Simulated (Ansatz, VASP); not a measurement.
## One calculation of Cs, two programs

File INCAR:

```
PREC = Accurate
ENCUT = 520
EDIFF = 1E-6
ISMEAR = -1
SIGMA = 0.1
LREAL = False
LASPH = True
NELM = 80
ALGO = Normal
ISIF = 2
LWAVE = False
LCHARG = False
GGA = CA
NBANDS = 10
```

KPOINTS

```
regular mesh
0
Gamma
  8 8 8
```

File POSCAR:

```
Cs
1.0
   -2.8840810378      2.8840810378      2.8840810378
    2.8840810378     -2.8840810378      2.8840810378
    2.8840810378      2.8840810378     -2.8840810378
Cs
1
Direct
    0.0000000000      0.0000000000      0.0000000000
```

Input for Ansatz:

```yaml
crystal:
  lattice:
    - [-2.8840810378, 2.8840810378, 2.8840810378]
    - [2.8840810378, -2.8840810378, 2.8840810378]
    - [2.8840810378, 2.8840810378, -2.8840810378]
  atoms:
    - { symbol: Cs, position: [0.0, 0.0, 0.0] }
hamiltonian:
  xc: lda
  pseudopotentials:
    kind: paw
    azcp:
      Cs: "pseudopotentials/Cs.paw.azcp"
basis:
  ecutwfc: 600
  fft_grid_basis: typed
kpoints:
  mp_grid: { grid: [8, 8, 8], shift: [0, 0, 0] }
magnetization:
  spin_polarized: false
scf:
  occupations: { method: fermi_dirac, width: 0.1 }
  lower_state_search: "off"
output:
  stress: true
  write_density: true
  write_potential: true
  elf: true
  volumetric_format: npy
```

Alike in both runs: task single point; functional LDA; k mesh 8 × 8 × 8; occupations fermi-dirac, width 0.1 eV; no spin polarisation.

|  | VASP | Ansatz |
| --- | --- | --- |
| version | VASP 6.6.1 | Ansatz 0.2.0 |
| potentials or method | VASP PAW LDA potentials, release 64 (Cs_sv), cutoff 520 eV | plane waves (600 eV) with PAW, scalar-relativistic |
| valence electrons in the cell | 9 | 9 |

```csv
,VASP,Ansatz,Ansatz less VASP
pressure (GPa),0.0,0.0,+0.01
```

Ansatz warns that its potentials were made for another functional, while VASP's fit it. LDA's correlation is that of Perdew and Zunger in VASP and of Perdew and Wang (1992) in Ansatz.

Neither program's run includes spin-orbit coupling.
